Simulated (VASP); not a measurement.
A run of VASP 6.6.1 is set up as follows.

Contents of INCAR:

```
ALGO = Normal
EDIFF = 1E-6
ENCUT = 520
GGA = CA
ISIF = 2
ISMEAR = 1
LASPH = True
LCHARG = True
LELF = True
LREAL = False
LVHAR = True
LWAVE = False
NBANDS = 32
NELM = 60
PREC = Accurate
SIGMA = 0.02
```

KPOINTS

```
k-points
0
Gamma
  2 2 2
```

Contents of POSCAR:

```
Mg3GaO4
1.0
    4.3634900000      0.0000000000      0.0000000000
    0.0000000000      4.3634900000      0.0000000000
    0.0000000000      0.0000000000      4.3634900000
Mg Ga O
3 1 4
Direct
   -0.0199917956      0.5137781913      0.4942607867
    0.4817696385     -0.0233230740      0.4876953998
    0.4820753571      0.4862353300     -0.0008357989
   -0.0164162173      0.0131151899      0.0046025085
    0.5374131716     -0.0016402008      0.0211358339
    0.0234360569      0.0166570795      0.5553818159
   -0.0036906238      0.4931898549      0.0042915189
    0.4910170529      0.5077405930      0.5059809923
```

Potentials or basis: VASP PAW LDA potentials, release 64 (Mg, Ga_d, O).

Run with:

```console
$ cat potpaw_LDA.64/Mg/POTCAR potpaw_LDA.64/Ga_d/POTCAR potpaw_LDA.64/O/POTCAR > POTCAR
$ mpirun -np 1 vasp_std > vasp.out
```

Question: Predict the largest force.

Answer: 0.943 eV/Å.

Question: Estimate the band gap on the k mesh.

Answer: Zero (an odd number of electrons rules out a gap without spin polarisation).

Question: Predict the pressure.

Answer: -7.5 GPa.

Forces in eV/Å, atoms in the order of the input:
```
Mg   0.404 -0.335  0.348
Mg   0.190  0.680  0.482
Mg   0.155  0.237  0.012
Ga   0.170 -0.042 -0.281
O   -0.416 -0.045 -0.190
O   -0.675 -0.421 -0.506
O   -0.065  0.043  0.241
O    0.238 -0.118 -0.105
```

Caveat: the k points lie up to 0.72 Å⁻¹ apart, too coarse for converged energies and pressures of a metal; an odd number of electrons without spin polarisation forces a metal; a magnetic or distorted state may lie lower.
